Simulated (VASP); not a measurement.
A run of VASP 6.6.1 is set up as follows.

The input INCAR:

```
SYSTEM = TaN
ALGO     = Fast           ! electronic algorithm
EDIFF    = 1E-6           ! SCF threshold, eV
ENCUT    = 520            ! plane-wave cutoff, eV
GGA      = CA             ! functional
ISIF     = 2              ! what is computed and relaxed
ISMEAR   = 0              ! smearing method
LASPH    = .TRUE.         ! aspherical terms in the spheres
LCHARG   = .TRUE.         ! write CHGCAR
LELF     = .TRUE.         ! ELF
LREAL    = .FALSE.        ! projectors in reciprocal space
LVHAR    = .TRUE.       
LWAVE    = .FALSE.        ! write WAVECAR
NBANDS   = 42             ! bands
NELM     = 100            ! most SCF steps
PREC     = Accurate       ! precision mode
SIGMA    = 0.15           ! smearing width, eV
```

KPOINTS

```
k-points
0
G
  14 14 4
  0 0 0
```

POSCAR

```
TaN
1.0
   -3.1035877079      0.0000000000      0.0000000000
   -1.5517938539     -2.6877857979      0.0000000000
   -2.3276907809     -1.7918571986     12.0200957435
Ta N
4 4
Direct
   -0.0494271473     -0.2790834357      0.9186251535
    0.1589061860      0.0542498977      0.4186251535
    0.5964061860      0.5542498977      0.1686251535
    0.3880728527      0.2209165643      0.6686251535
    0.2994271473      0.2790834357      0.0813748465
    0.0910938140     -0.0542498977      0.5813748465
    0.5285938140      0.4457501023      0.3313748465
    0.3202604806      0.1124167690      0.8313748465
```

Potentials or basis: VASP PAW LDA potentials, release 64 (Ta_pv, N).

Launch:

```bash
$ cat potpaw_LDA.64/Ta_pv/POTCAR potpaw_LDA.64/N/POTCAR > POTCAR
$ mpirun -np 1 vasp_std > vasp.out
```

Question: Predict the largest force.

Answer: 2.504 eV/Å.

Question: Predict the band gap on the k mesh.

Answer: Zero (bands 32 and 33 overlap by 0.39 eV).

Forces in eV/Å, atoms in the order of the input:
```
Ta  -0.839  0.554  0.942
Ta  -0.077  0.002 -0.040
Ta  -0.131 -0.098  0.464
Ta  -0.029 -0.015 -0.014
N    0.689 -0.235 -2.396
N    0.006 -0.001 -0.077
N    0.054 -0.022  0.344
N    0.327 -0.184  0.777
```

Caveat: the cell differs from its parent crystal (the part above a cut slid along it); spin-orbit coupling is left out, which moves the levels of the heavy elements; forces of over 1 eV/Å act on the atoms, so gaps and moduli don't describe the material at rest.
